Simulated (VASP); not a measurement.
A run of VASP 6.6.1 is set up as follows.

INCAR

```
SYSTEM = W8C8O
  ALGO = Normal
  EDIFF = 1E-6
  ENCUT = 520
  GGA = PE
  ISIF = 2
  ISMEAR = -1
  LASPH = .True.
  LCHARG = .False.
  LREAL = Auto
  LWAVE = .False.
  NBANDS = 89
  NELM = 100
  PREC = Accurate
  SIGMA = 0.05
```

The input KPOINTS:

```
k-points
0
Gamma
  2 2 1
  0 0 0
```

File POSCAR:

```
W8C8O
1.0
    5.7832000000      0.0000000000      0.0000000000
   -2.8916000000      5.0083980000      0.0000000000
    0.0000000000      0.0000000000     15.2447000000
W C O
8 8 1
Direct
    0.0000000000      0.0000000000      0.0655965680
    0.0256952060     -0.0033543660      0.2526714202
    0.0000000998      0.5000001997      0.0655965680
    0.0195702484      0.4915543853      0.2499229240
    0.5000000000      0.0000000000      0.0655965680
    0.5232971592      0.0078268540      0.2577223560
    0.5000000998      0.5000001997      0.0655965680
    0.5258604489      0.4792350768      0.2574009328
    0.3416898929      0.1687166236      0.1502423793
    0.3542208926      0.1633456447      0.3268152210
    0.3426291235      0.6904802693      0.1538567502
    0.3724941683      0.6707733690      0.3275695816
    0.8758493809      0.1728496817      0.1663856947
    0.5184994397     -0.1449764975      0.3937630783
    0.8493580852      0.6668998750      0.1556868945
    0.8392311476      0.6593725179      0.3231418132
   -0.4729503457     -0.1371097105      0.4727544655
```

Potentials or basis: VASP PAW PBE potentials, release 64 (W_sv, C, O).

Command:

```bash
$ cat potpaw_PBE.64/W_sv/POTCAR potpaw_PBE.64/C/POTCAR potpaw_PBE.64/O/POTCAR > POTCAR
$ mpirun -np 1 vasp_std > vasp.out
```

Problem. Estimate the largest force.

Solution. 4.854 eV/Å.

Problem. Predict the band gap on the k mesh.

Solution. Zero (band 75 reaches 1.31 eV, above the bottom of band 76 at 0.52 eV).

Forces in eV/Å, atoms in the order of the input:
```
W    0.315  0.062  0.750
W   -0.293 -0.543 -0.085
W    0.893 -0.134  0.477
W    0.399  2.742  1.104
W    0.639  0.282  0.313
W    1.468 -1.189 -3.741
W    0.309  0.321  0.681
W   -3.420  2.407 -2.465
C    0.498 -0.684 -0.059
C   -0.635 -1.278  2.169
C    0.345 -0.989 -0.041
C   -0.783 -1.101  1.123
C   -2.284 -0.634 -2.485
C   -0.642 -0.985  2.061
C    0.262 -0.066 -0.842
C    2.519  0.979  1.984
O    0.411  0.810 -0.943
```

Caveat: the k points lie up to 0.63 Å⁻¹ apart; spin-orbit coupling is left out, which moves the levels of the heavy elements.
